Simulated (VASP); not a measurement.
## NaAl2: relaxation of cell and atoms with PBE

NaAl2:

```
CELL_PARAMETERS angstrom
5.05091 0.00000 0.00000
-2.52545 4.37422 0.00000
0.00000 0.00000 2.78613
ATOMIC_POSITIONS crystal
Na 0.66667 0.33333 0.50000
Al 0.00000 0.00000 0.00000
Al 0.33333 0.66667 0.50000
```

| Item | Value |
| --- | --- |
| Program | VASP 6.6.1 |
| Task | relaxation of cell and atoms |
| Functional | PBE |
| Potentials or basis | VASP PAW PBE potentials, release 64 (Na_pv, Al) |
| Cutoff | 600 eV |
| k mesh | 12 × 12 × 16 |
| Occupations | gaussian, width 0.1 eV |
| Spin | no spin polarisation |
| Dipole correction | no |
| Further INCAR settings | ALGO = Fast; EDIFF = 1e-06; IBRION = 2; EDIFFG = -0.01; NSW = 100; ISIF = 3 |

```
Relaxed volume                        : 20.59 Å³/atom
Relaxed cell                          : a = 5.053 Å, b = 5.053 Å, c = 2.794 Å, α = 90.00°, β = 90.00°, γ = 120.00°
Space group after relaxing (to 0.1 Å) : P-6m2 (No. 187)
Energy gained by relaxing             : 0.1 meV/atom
Ionic steps                           : 2
Pressure after relaxing               : 0.0 GPa
Band gap on the k mesh                : zero (an odd number of electrons rules out a gap without spin polarisation)
```

Stress tensor (GPa, compression positive):
```
-0.07  0.00  0.00
 0.00 -0.07  0.00
 0.00  0.00  0.04
```

Step by step:
```
step  energy change (eV)  largest force (eV/Å)  pressure (GPa)  volume (Å³)
   1              0.0000                0.0000            0.20        61.56
   2             -0.0003                0.0000           -0.03        61.78
```

Final structure:
```yaml
crystal:
  lattice:
    - [5.05314, 0.00000, 0.00000]
    - [-2.52657, 4.37614, 0.00000]
    - [0.00000, 0.00000, 2.79394]
  atoms:
    - { symbol: Na, position: [0.66667, 0.33333, 0.50000] }
    - { symbol: Al, position: [0.00000, 0.00000, 0.00000] }
    - { symbol: Al, position: [0.33333, 0.66667, 0.50000] }
```

Levels at points of the mesh, in eV from the Fermi level:
| k point | band 3 | band 4 | band 5 | band 6 | band 7 | band 8 | band 9 | band 10 |
| --- | --- | --- | --- | --- | --- | --- | --- | --- |
| (0.00, 0.00, 0.00) | -24.43 | -8.61 | -2.50 | -1.66 | -1.66 | 0.37 | 0.37 | 3.05 |
| (0.50, 0.00, 0.00) | -24.43 | -7.28 | -6.23 | -2.60 | -1.57 | 4.20 | 4.43 | 5.27 |
| (0.00, 0.00, 0.50) | -24.46 | -3.94 | -3.90 | 1.92 | 1.99 | 2.63 | 2.63 | 2.85 |
| (0.50, 0.00, 0.50) | -24.46 | -2.73 | -2.71 | -1.58 | -1.56 | 1.70 | 1.85 | 2.69 |

It took 3.8 min on 1 thread of Oxide Virtual Turin-like Processor (shared host), peak memory 0.25 GiB.
